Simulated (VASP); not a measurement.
# CoC2 (I4/mmm) in VASP: further runs, part 2 of 2

VASP 6.6.1.

### Step 4. Relaxation of cell and atoms, PBE

This run uses another cell than the first one, of 8.51 Å³/atom, 1.052 times its volume.

The input, INCAR:

```
ALGO = Normal
EDIFF = 1E-6
EDIFFG = -0.01
ENCUT = 600
GGA = PE
IBRION = 2
ISIF = 3
ISMEAR = 0
LASPH = T
LCHARG = F
LREAL = F
LWAVE = F
NELM = 100
NSW = 100
PREC = Accurate
SIGMA = 0.1
```

The input, KPOINTS:

```
k-points
0
Gamma
  20 20 20
```

The input, POSCAR:

```
CoC2
1.0
   -1.5815952107      1.5815952107      2.5521339294
    1.5815952107     -1.5815952107      2.5521339294
    1.5815952107      1.5815952107     -2.5521339294
Co C
1 2
Direct
    0.0000000000      0.0000000000      0.0000000000
    0.6276478718      0.6276478718      0.0000000000
    0.3723521282      0.3723521282      0.0000000000
```

Potentials or basis: VASP PAW PBE potentials, release 64 (Co, C).

Run with:

```console
$ cat potpaw_PBE.64/Co/POTCAR potpaw_PBE.64/C/POTCAR > POTCAR
$ mpirun -np 1 vasp_std > vasp.out
```

OUTCAR:

```text
EDIFF = 1E-6
   EDIFFG = -0.01
   ENCUT = 600
   GGA = PE
   IBRION = 2
   ISIF = 3
   ISMEAR = 0
   LASPH = T
   LREAL = F
   NELM = 100
   NSW = 100
   PREC = Accurate

 ion  position               nearest neighbor table
   1  0.000  0.000  0.000-   2 1.90   3 1.90   2 2.33   3 2.33   2 2.33   2 2.33   2 2.33   3 2.33
                             3 2.33   3 2.33
   2  0.628  0.628  0.000-   3 1.30   1 1.90   1 2.33   1 2.33   1 2.33   1 2.33
   3  0.372  0.372  0.000-   2 1.30   1 1.90   1 2.33   1 2.33   1 2.33   1 2.33

  LATTYP: Found a body centered tetragonal cell.
 ALAT       =     3.1631904214
 C/A-ratio  =     1.6136454588

  Lattice vectors:

 A1 = (  -1.5815952107,   1.5815952107,   2.5521339294)
 A2 = (   1.5815952107,  -1.5815952107,   2.5521339294)
 A3 = (   1.5815952107,   1.5815952107,  -2.5521339294)

Analysis of symmetry for initial positions (statically):
=====================================================================
 Subroutine PRICEL returns:
 Original cell was already a primitive cell.

 Routine SETGRP: Setting up the symmetry group for a
 body centered tetragonal supercell.

 Subroutine GETGRP returns: Found 16 space group operations
 (whereof 16 operations were pure point group operations)
 out of a pool of 16 trial point group operations.

The static configuration has the point symmetry D_4h.

Analysis of symmetry for dynamics (positions and initial velocities):
=====================================================================
 Subroutine PRICEL returns:
 Original cell was already a primitive cell.

 Routine SETGRP: Setting up the symmetry group for a
 body centered tetragonal supercell.

 Subroutine GETGRP returns: Found 16 space group operations
 (whereof 16 operations were pure point group operations)
 out of a pool of 16 trial point group operations.

The dynamic configuration has the point symmetry D_4h.

 Subroutine INISYM returns: Found 16 space group operations
 (whereof 16 operations are pure point group operations),
 and found     1 'primitive' translations

[... 137 lines left out ...]
 number of electron      16.9999995 magnetization

 Free energy of the ion-electron system (eV)
  ---------------------------------------------------
  ext. energy  EPLUGINS =         0.00000000
  ---------------------------------------------------
  free energy    TOTEN  =       -22.02030168 eV

  energy without entropy =      -22.01344733  energy(sigma->0) =      -22.01687450

------------------------ aborting loop because EDIFF is reached ----------------------------------------

  FORCE on cell =-STRESS in cart. coord.  units (eV):
  Direction    XX          YY          ZZ          XY          YZ          ZX
  --------------------------------------------------------------------------------------
  -------------------------------------------------------------------------------------
  Total       -0.0430330     -0.0430330      0.1036122      0.0000000      0.0000000      0.0000000
  in kB       -2.6999634     -2.6999634      6.5008092      0.0000000      0.0000000      0.0000000
  external PRESSURE =       0.3669608 kB  Pullay stress =       0.0000000 kB
[... 135 lines left out ...]
--------------------------------------- Ionic step        5  -------------------------------------------

 number of electron      16.9999996 magnetization

 Free energy of the ion-electron system (eV)
  ---------------------------------------------------
  ext. energy  EPLUGINS =         0.00000000
  ---------------------------------------------------
  free energy    TOTEN  =       -22.02039282 eV

  energy without entropy =      -22.01355192  energy(sigma->0) =      -22.01697237

 E-fermi :   8.3192     XC(G=0): -12.6037

 val. band max:        8.3137109037   @ k =  -0.3000   0.5000   0.2500
 cond. band min:       8.3203715202   @ k =  -0.3000   0.4500   0.3000
 fundamental gap:      0.0066606164
 Fermi energy:         8.3191931159

 k-point     1 :       0.0000    0.0000    0.0000
  band No.  band energies     occupation
      1      -8.9516      2.00000
      2       0.9204      2.00000
      3       5.2621      2.00000
      4       5.3382      2.00000
      5       5.3382      2.00000
      6       6.2239      2.00000
      7       6.2239      2.00000
      8       6.5862      2.00000
      9       7.0919      2.00000
     10       7.6422      2.00000
     11      12.5728      0.00000
     12      12.5728      0.00000
[... 331 lines left out ...]
 k-point    24 :      -0.3500    0.0500    0.0000
  band No.  band energies     occupation
      1      -7.7781      2.00000
      2      -0.6141      2.00000
      3       3.1317      2.00000
      4       3.3210      2.00000
      5       3.7801      2.00000
      6       6.5445      2.00000
      7       7.1479      2.00000
      8       7.6082      2.00000
      9       9.4333      0.00000
     10       9.9328      0.00000
     11      11.9371      0.00000
     12      12.1381      0.00000

 [... further k-points ...]

------------------------ aborting loop because EDIFF is reached ----------------------------------------

  FORCE on cell =-STRESS in cart. coord.  units (eV):
  Direction    XX          YY          ZZ          XY          YZ          ZX
  --------------------------------------------------------------------------------------
  -------------------------------------------------------------------------------------
  Total       -0.0284999     -0.0284999     -0.0040146      0.0000000      0.0000000      0.0000000
  in kB       -1.7897315     -1.7897315     -0.2521104      0.0000000      0.0000000      0.0000000
  external PRESSURE =      -1.2771911 kB  Pullay stress =       0.0000000 kB
[... 18 lines left out ...]
  FREE ENERGIE OF THE ION-ELECTRON SYSTEM (eV)
  ---------------------------------------------------
  free  energy   TOTEN  =       -22.0203928162 eV

  energy  without entropy=      -22.0135519235  energy(sigma->0) =      -22.01697237

 reached required accuracy - stopping structural energy minimisation
```

OSZICAR:

```text
N       E                     dE             d eps       ncg     rms          rms(c)
DAV:   1     0.962754019234E+02    0.96275E+02   -0.85803E+03 15440   0.170E+03
DAV:   2    -0.162736913143E+02   -0.11255E+03   -0.10379E+03 16084   0.316E+02
DAV:   3    -0.261968676012E+02   -0.99232E+01   -0.92834E+01 19832   0.987E+01
DAV:   4    -0.266148056140E+02   -0.41794E+00   -0.41037E+00 17996   0.195E+01
[... 33 lines left out ...]
DAV:   2    -0.220206046603E+02   -0.56578E-04   -0.12091E-03 16980   0.935E-01    0.104E-01
DAV:   3    -0.220204060398E+02    0.19862E-03   -0.43593E-04 16444   0.611E-01    0.262E-02
DAV:   4    -0.220203941474E+02    0.11892E-04   -0.69299E-05 18028   0.816E-02    0.872E-03
DAV:   5    -0.220203930178E+02    0.11296E-05   -0.23883E-06 13940   0.242E-02    0.348E-03
DAV:   6    -0.220203928162E+02    0.20161E-06   -0.70187E-07  8320   0.955E-03
   5 F= -.22020393E+02 E0= -.22016972E+02  d E =-.367918E-04
```

CONTCAR:

```text
CoC2
   1.00000000000000
    -1.5805953473031682    1.5805953473031682    2.5530856041100467
     1.5805953473031682   -1.5805953473031682    2.5530856041100467
     1.5805953473031682    1.5805953473031682   -2.5530856041100467
  Co              C
     1     2
Direct
     1.0000000000000000    1.0000000000000000    0.0000000000000000
     0.6277257885844424    0.6277257885844424    1.0000000000000000
     0.3722742114155576    0.3722742114155576    0.0000000000000000

  0.00000000E+00  0.00000000E+00  0.00000000E+00
  0.00000000E+00  0.00000000E+00  0.00000000E+00
  0.00000000E+00  0.00000000E+00  0.00000000E+00
```

Wall time 8.6 min (1 thread of Intel Xeon Platinum 8488C (Sapphire Rapids), shared host); peak memory 0.39 GiB.

What came out:

| Quantity | Value |
| --- | --- |
| Free energy | -22.0204 eV |
| Relaxed volume | 8.50 Å³/atom |
| Relaxed cell | a = 3.393 Å, b = 3.393 Å, c = 3.393 Å, α = 124.48°, β = 124.48°, γ = 82.41° |
| Space group after relaxing (to 0.05 Å) | I4/mmm (No. 139) |
| Energy gained by relaxing | 0.0 meV/atom |
| Ionic steps | 5 |
| Pressure after relaxing | -0.1 GPa |

Forces on the atoms (eV/Å):
```
Co   0.000  0.000  0.000
C    0.000  0.000  0.003
C    0.000  0.000 -0.003
```

Stress tensor (GPa, compression positive):
```
-0.18  0.00  0.00
 0.00 -0.18  0.00
 0.00  0.00 -0.03
```

Final structure:
```cif
data_structure
_symmetry_space_group_name_H-M 'P 1'
_symmetry_Int_Tables_number 1
_cell_length_a 3.3933
_cell_length_b 3.3933
_cell_length_c 3.3933
_cell_angle_alpha 124.477
_cell_angle_beta 124.477
_cell_angle_gamma 82.406
_cell_volume 25.51
loop_
_atom_site_label
_atom_site_type_symbol
_atom_site_fract_x
_atom_site_fract_y
_atom_site_fract_z
_atom_site_occupancy
Co1 Co 0.00000 0.00000 0.00000 1
C1 C 0.62773 0.62773 0.00000 1
C2 C 0.37227 0.37227 0.00000 1
```
